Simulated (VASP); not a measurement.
Se: single point with revPBE

Se:

```
Se
1.0
    -1.70692    1.70692    1.70692
     1.70692   -1.70692    1.70692
     1.70692    1.70692   -1.70692
Se
1
Direct
  0.00000 0.00000 0.00000
```

This cell differs from its parent crystal: volume scaled by 0.96.

```
Program             : VASP 6.6.1
Task                : single point
Functional          : revPBE
Potentials or basis : VASP PAW PBE potentials, release 64 (Se)
Cutoff              : 520 eV
k mesh              : 14 × 14 × 14
Occupations         : fermi-dirac, width 0.1 eV
Spin                : no spin polarisation
```

```yaml
Pressure: 3.4 GPa
Band_gap_on_the_k_mesh: zero (band 3 reaches 8.92 eV, above the bottom of band 4 at 2.54 eV)
```

Levels at points of the mesh, in eV from the Fermi level:
```tsv
k point	band 1	band 2	band 3	band 4	band 5	band 6	band 7	band 8
(0.00, 0.00, 0.00)	-16.26	3.13	3.13	3.13	11.53	12.47	12.47	12.47
(0.50, 0.00, 0.00)	-12.70	-6.76	0.08	2.25	6.99	8.35	17.56	18.15
(0.50, 0.50, 0.50)	-10.23	-3.26	-3.26	-3.26	4.06	4.06	22.84	22.84
```

Run time: 6.2 s on 1 thread of Intel(R) Xeon(R) Platinum 8559C (Emerald Rapids), with other jobs on the host, peak memory 0.15 GiB.

Caveat: the PAW data sets were made with another functional, which shifts forces and pressure a little.
